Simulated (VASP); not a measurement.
# Nb2C3 (P4/mmm) in VASP: single point with PBE

Aim: the single point of Nb2C3 with PBE.

All numbers are computed with VASP 6.6.1; they aren't measurements. Logs are shortened: lines on timing, memory, paths and dates and some standing lists are left out, and cuts for length are marked.

### Step 1. The cell of the first run

Symmetry: P4/mmm, No. 123, tetragonal system. The conventional cell has a = 3.269 Å, b = 3.269 Å, c = 6.914 Å, α = 90.00°, β = 90.00°, γ = 90.00°. Within 2.7 Å of Nb (site symmetry 4mm) lie 5 C at 2.02 to 2.18 Å. Within 2.7 Å of C (site symmetry 4/mmm) lie 2 Nb at 2.02 Å. Within 2.9 Å of C (site symmetry mmm) lie 4 Nb at 2.18 Å and 4 C at 2.31 Å.

The cell was generated, and may not be a known phase.

### Step 2. Single point, PBE

The input, INCAR:

```
SYSTEM = Nb2C3
  PREC = Accurate
  ENCUT = 520
  EDIFF = 1E-6
  ISMEAR = 0
  SIGMA = 0.1
  LREAL = .FALSE.
  LASPH = .TRUE.
  NELM = 60
  ALGO = Normal
  ISIF = 2
  LWAVE = .FALSE.
  LCHARG = .FALSE.
  GGA = PE
  NBANDS = 27
```

The input, KPOINTS:

```
Automatic mesh
0
G
  12 12 6
  0 0 0
```

The input, POSCAR:

```
Nb2C3
1.0
    3.2687649775      0.0000000000      0.0000000000
    0.0000000000      3.2687649775      0.0000000000
    0.0000000000      0.0000000000      6.9139531503
Nb C
2 3
Direct
    0.5000000000      0.5000000000      0.7918734055
    0.5000000000      0.5000000000      0.2081265945
    0.5000000000      0.5000000000      0.5000000000
    0.0000000000      0.5000000000      0.0000000000
    0.5000000000      0.0000000000      0.0000000000
```

Potentials or basis: VASP PAW PBE potentials, release 64 (Nb_sv, C).

Started as:

```console
> cat potpaw_PBE.64/Nb_sv/POTCAR potpaw_PBE.64/C/POTCAR > POTCAR
> mpirun -np 1 vasp_std > vasp.out
```

OUTCAR:

```text
SYSTEM = Nb2C3
   PREC = Accurate
   ENCUT = 520
   EDIFF = 1E-6
   ISMEAR = 0
   LREAL = .FALSE.
   LASPH = .TRUE.
   NELM = 60
   ISIF = 2
   GGA = PE

 ion  position               nearest neighbor table
   1  0.500  0.500  0.792-   3 2.02   4 2.18   5 2.18   5 2.18   4 2.18   2 2.88
   2  0.500  0.500  0.208-   3 2.02   4 2.18   5 2.18   5 2.18   4 2.18   1 2.88
   3  0.500  0.500  0.500-   1 2.02   2 2.02
   4  0.000  0.500  0.000-   1 2.18   2 2.18   1 2.18   2 2.18
   5  0.500  0.000  0.000-   1 2.18   2 2.18   1 2.18   2 2.18

  LATTYP: Found a simple tetragonal cell.
 ALAT       =     3.2687649775
 C/A-ratio  =     2.1151576200

  Lattice vectors:

 A1 = (   3.2687649775,   0.0000000000,   0.0000000000)
 A2 = (   0.0000000000,   3.2687649775,   0.0000000000)
 A3 = (   0.0000000000,   0.0000000000,   6.9139531503)

Analysis of symmetry for initial positions (statically):
=====================================================================
 Subroutine PRICEL returns:
 Original cell was already a primitive cell.

 Routine SETGRP: Setting up the symmetry group for a
 simple tetragonal supercell.

 Subroutine GETGRP returns: Found 16 space group operations
 (whereof 16 operations were pure point group operations)
 out of a pool of 16 trial point group operations.

The static configuration has the point symmetry D_4h.

Analysis of symmetry for dynamics (positions and initial velocities):
=====================================================================
 Subroutine PRICEL returns:
 Original cell was already a primitive cell.

 Routine SETGRP: Setting up the symmetry group for a
 simple tetragonal supercell.

 Subroutine GETGRP returns: Found 16 space group operations
 (whereof 16 operations were pure point group operations)
 out of a pool of 16 trial point group operations.

The dynamic configuration has the point symmetry D_4h.

 Subroutine INISYM returns: Found 16 space group operations
 (whereof 16 operations are pure point group operations),
 and found     1 'primitive' translations

----------------------------------------------------------------------------------------

                                     Primitive cell

  volume of cell :      73.8744

  direct lattice vectors                    reciprocal lattice vectors
     3.268764978  0.000000000  0.000000000     0.305925940  0.000000000  0.000000000
     0.000000000  3.268764978  0.000000000     0.000000000  0.305925940  0.000000000
     0.000000000  0.000000000  6.913953150     0.000000000  0.000000000  0.144635056

  length of vectors
     3.268764978  3.268764978  6.913953150     0.305925940  0.305925940  0.144635056

  position of ions in fractional coordinates (direct lattice)
     0.500000000  0.500000000  0.791873405
     0.500000000  0.500000000  0.208126595
     0.500000000  0.500000000  0.500000000
     0.000000000  0.500000000  0.000000000
     0.500000000  0.000000000  0.000000000

  ion indices of the primitive-cell ions
   primitive index   ion index
                 1           1
                 2           2
                 3           3
                 4           4
                 5           5

----------------------------------------------------------------------------------------

 KPOINTS: Automatic mesh

Automatic generation of k-mesh.
 Grid dimensions read from file:
 generate k-points for:   12   12    6

 Generating k-lattice:

  Cartesian coordinates                     Fractional coordinates (reciprocal lattice)
     0.025493828  0.000000000  0.000000000     0.083333333  0.000000000  0.000000000
     0.000000000  0.025493828  0.000000000     0.000000000  0.083333333  0.000000000
     0.000000000  0.000000000  0.024105843     0.000000000  0.000000000  0.166666667

  Length of vectors
     0.025493828  0.025493828  0.024105843

  Shift w.r.t. Gamma in fractional coordinates (k-lattice)
     0.000000000  0.000000000  0.000000000

 Subroutine IBZKPT returns following result:
 ===========================================

 Found    112 irreducible k-points:

 Following reciprocal coordinates:
            Coordinates               Weight
  0.000000  0.000000  0.000000      1.000000
  0.083333  0.000000  0.000000      4.000000
  0.166667  0.000000  0.000000      4.000000
  0.250000  0.000000  0.000000      4.000000
  0.333333  0.000000  0.000000      4.000000
  0.416667  0.000000  0.000000      4.000000
[... 16 lines left out ...]
  0.333333  0.333333  0.000000      4.000000
  0.416667  0.333333  0.000000      8.000000
 [... further k-points ...]
   k-points           NKPTS =    112   k-points in BZ     NKDIM =    112   number of bands    NBANDS=     27
   number of dos      NEDOS =    301   number of ions     NIONS =      5
   total plane-waves  NPLWV =  31104
   dimension x,y,z NGX =    24 NGY =   24 NGZ =   54
   dimension x,y,z NGXF=    48 NGYF=   48 NGZF=  108
   ions per type =               2   3
   NGX,Y,Z   is equivalent  to a cutoff of  12.21, 12.21, 12.98 a.u.
   NGXF,Y,Z  is equivalent  to a cutoff of  24.41, 24.41, 25.97 a.u.
 SYSTEM =  Nb2C3
   PREC   = accura    normal or accurate (medium, high low for compatibility)
   ISTART =      0    job   : 0-new  1-cont  2-samecut
   ICHARG =      2    charge: 1-file 2-atom 10-const
   ISPIN  =      1    spin polarized calculation?
   LNONCOLLINEAR =      F non collinear calculations
   LSORBIT =      F    spin-orbit coupling
   LASPH  =      T    aspherical Exc in radial PAW
   ENCUT  =  520.0 eV  38.22 Ry    6.18 a.u.   6.08  6.08 12.86*2*pi/ulx,y,z
   NELM   =     60;   NELMIN=  2; NELMDL= -5     # of ELM steps
   EDIFF  = 0.1E-05   stopping-criterion for ELM
   LREAL  =      F    real-space projection
   EDIFFG = 0.1E-04   stopping-criterion for IOM
   NSW    =      0    number of steps for IOM
   IBRION =     -1    ionic relax: 0-MD 1-quasi-New 2-CG
   NFREE  =      0    steps in history (QN), initial steepest desc. (CG)
   ISIF   =      2    stress and relaxation
   ISYM   =      2    0-nonsym 1-usesym 2-fastsym
   POTIM  = 0.5000    time-step for ionic-motion
   TEBEG  =    0.0;   TEEND  =   0.0 temperature during run
   PSTRESS=    0.0 pullay stress
   NELECT =      38.0000    total number of electrons
   NUPDOWN=      -1.0000    fix difference up-down
   EMIN   =  10.00;   EMAX   =-10.00  energy-range for DOS
   EFERMI =   0.00;   METHOD = LEGACY
   ISMEAR =     0;   SIGMA  =   0.10  broadening in eV -4-tet -1-fermi 0-gaus
   EFERMI_NEDOS =   21; number of points for ismear=-14 and -15
   IALGO  =     38    algorithm
   IMIX   =      4    mixing-type and parameters
     AMIX     =   0.40;   BMIX     =  1.00
     AMIX_MAG =   1.60;   BMIX_MAG =  1.00
  volume/ion in A,a.u.               =      14.77        99.71
  Fermi-wavevector in a.u.,A,eV,Ry     =   1.311711  2.478774 23.409983  1.720585
  Thomas-Fermi vector in A             =   2.442153
   LORBIT       =      0    0 simple, 1 ext, 2 COOP (PROOUT), +10 PAW based schemes
   GGA     = PE    functional components
   LHFCALC =     F    Hartree Fock is set to
   AEXX    =    0.0000 exact exchange contribution
   IVDW    =     0    specifies the selected vdW correction
   LEPSILON=     F    determine dielectric tensor
   LRPA    =     F    only Hartree local field effects (RPA)
 non-spin polarized calculation
 Gauss-broadening in eV      SIGMA  =   0.10
  energy-cutoff  :      520.00
  volume of cell :       73.87
 maximum number of plane-waves:      2032
   NGX = 13   NGY = 13   NGZ = 25

 number of electron      38.0000000 magnetization

 Free energy of the ion-electron system (eV)
  ---------------------------------------------------
  ext. energy  EPLUGINS =         0.00000000
  ---------------------------------------------------
  free energy    TOTEN  =       -42.29644625 eV

  energy without entropy =      -42.27821073  energy(sigma->0) =      -42.28732849

 E-fermi :   6.6028     XC(G=0): -10.7653

 val. band max:        6.5946157932   @ k =   0.2500   0.1667   0.1667
 cond. band min:       6.6119883184   @ k =   0.0833   0.0833   0.1667
 fundamental gap:      0.0173725252
 Fermi energy:         6.6027604993

 k-point     1 :       0.0000    0.0000    0.0000
  band No.  band energies     occupation
      1     -48.3799      2.00000
      2     -48.3228      2.00000
      3     -24.8103      2.00000
      4     -24.4293      2.00000
      5     -24.4293      2.00000
      6     -24.3464      2.00000
[... 19 lines left out ...]
     26       9.6163      0.00000
     27       9.6287      0.00000

 k-point     2 :       0.0833    0.0000    0.0000
  band No.  band energies     occupation
      1     -48.3784      2.00000
      2     -48.3213      2.00000
      3     -24.8070      2.00000
      4     -24.4511      2.00000
      5     -24.4276      2.00000
      6     -24.3672      2.00000
[... 19 lines left out ...]
     26       9.8830      0.00000
     27      10.0475      0.00000

 k-point     3 :       0.1667    0.0000    0.0000
  band No.  band energies     occupation
      1     -48.3741      2.00000
      2     -48.3171      2.00000
      3     -24.7981      2.00000
      4     -24.5101      2.00000
      5     -24.4233      2.00000
      6     -24.4229      2.00000
[... 19 lines left out ...]
     26      10.2105      0.00000
     27      10.5959      0.00000

 k-point     4 :       0.2500    0.0000    0.0000
  band No.  band energies     occupation
      1     -48.3683      2.00000
      2     -48.3114      2.00000
      3     -24.7858      2.00000
      4     -24.5897      2.00000
      5     -24.4987      2.00000
      6     -24.4164      2.00000
[... 19 lines left out ...]
     26      10.3526      0.00000
     27      10.9622      0.00000
[... 516 lines left out ...]
      4     -24.7327      2.00000
      5     -24.6314      2.00000
      6     -24.5583      2.00000
[... 19 lines left out ...]
     26      11.0449      0.00000
     27      11.5222      0.00000

 k-point    23 :       0.3333    0.3333    0.0000
  band No.  band energies     occupation
      1     -48.3455      2.00000
      2     -48.2889      2.00000
      3     -24.7386      2.00000
      4     -24.6442      2.00000
      5     -24.6414      2.00000
      6     -24.5539      2.00000
[... 19 lines left out ...]
     26      11.9454      0.00000
     27      12.3505      0.00000

 k-point    24 :       0.4167    0.3333    0.0000
  band No.  band energies     occupation
      1     -48.3413      2.00000
      2     -48.2848      2.00000
      3     -24.7298      2.00000
      4     -24.6987      2.00000
      5     -24.6364      2.00000
      6     -24.6047      2.00000
[... 19 lines left out ...]
     26      11.4204      0.00000
     27      12.0499      0.00000

 [... further k-points ...]

------------------------ aborting loop because EDIFF is reached ----------------------------------------

  FORCE on cell =-STRESS in cart. coord.  units (eV):
  Direction    XX          YY          ZZ          XY          YZ          ZX
  --------------------------------------------------------------------------------------
  -------------------------------------------------------------------------------------
  Total       -0.1187372     -0.1187372     -0.1414369      0.0000000      0.0000000      0.0000000
  in kB       -2.5751571     -2.5751571     -3.0674635      0.0000000      0.0000000      0.0000000
  external PRESSURE =      -2.7392592 kB  Pullay stress =       0.0000000 kB

 VOLUME and BASIS-vectors are now :
 -----------------------------------------------------------------------------
  energy-cutoff  :      520.00
  volume of cell :       73.87
      direct lattice vectors                 reciprocal lattice vectors
     3.268764978  0.000000000  0.000000000     0.305925940  0.000000000  0.000000000
     0.000000000  3.268764978  0.000000000     0.000000000  0.305925940  0.000000000
     0.000000000  0.000000000  6.913953150     0.000000000  0.000000000  0.144635056

 POSITION                                       TOTAL-FORCE (eV/Angst)
 -----------------------------------------------------------------------------------
      1.63438      1.63438      5.47498         0.000000      0.000000      0.039642
      1.63438      1.63438      1.43898         0.000000     -0.000000     -0.039642
      1.63438      1.63438      3.45698         0.000000      0.000000     -0.000000
      0.00000      1.63438      0.00000         0.000000      0.000000     -0.000000
      1.63438      0.00000      0.00000         0.000000      0.000000     -0.000000
 -----------------------------------------------------------------------------------
    total drift:                                0.000000     -0.000000     -0.000000

  FREE ENERGIE OF THE ION-ELECTRON SYSTEM (eV)
  ---------------------------------------------------
  free  energy   TOTEN  =       -42.2964462507 eV

  energy  without entropy=      -42.2782107252  energy(sigma->0) =      -42.28732849
```

It took 3.9 min on 1 thread of Intel Xeon 8259CL, shared host; peak memory 0.31 GiB.

Results:

```
Free energy            : -42.2964 eV
Pressure               : -0.3 GPa
Largest force          : 0.040 eV/Å
Band gap on the k mesh : zero (bands 19 and 20 overlap by 1.05 eV)
```

Forces on the atoms (eV/Å):
```
Nb   0.000  0.000  0.040
Nb   0.000  0.000 -0.040
C    0.000  0.000  0.000
C    0.000  0.000  0.000
C    0.000  0.000  0.000
```

Levels at points of the mesh, in eV from the Fermi level:
| k point | band 17 | band 18 | band 19 | band 20 | band 21 | band 22 |
| --- | --- | --- | --- | --- | --- | --- |
| (0.00, 0.00, 0.00) | -2.17 | 0.61 | 0.61 | 1.88 | 1.88 | 2.01 |
| (0.50, 0.00, 0.00) | -2.01 | -1.92 | 0.54 | 1.02 | 1.02 | 1.45 |
| (0.50, 0.50, 0.00) | -1.90 | -1.71 | -1.60 | 0.95 | 1.17 | 2.47 |
| (0.00, 0.00, 0.50) | -0.87 | -0.27 | -0.27 | 2.05 | 2.15 | 2.19 |
| (0.50, 0.00, 0.50) | -2.01 | -0.74 | -0.02 | 0.01 | 0.98 | 1.36 |
| (0.50, 0.50, 0.50) | -1.20 | -1.20 | -0.71 | 0.95 | 1.46 | 1.97 |
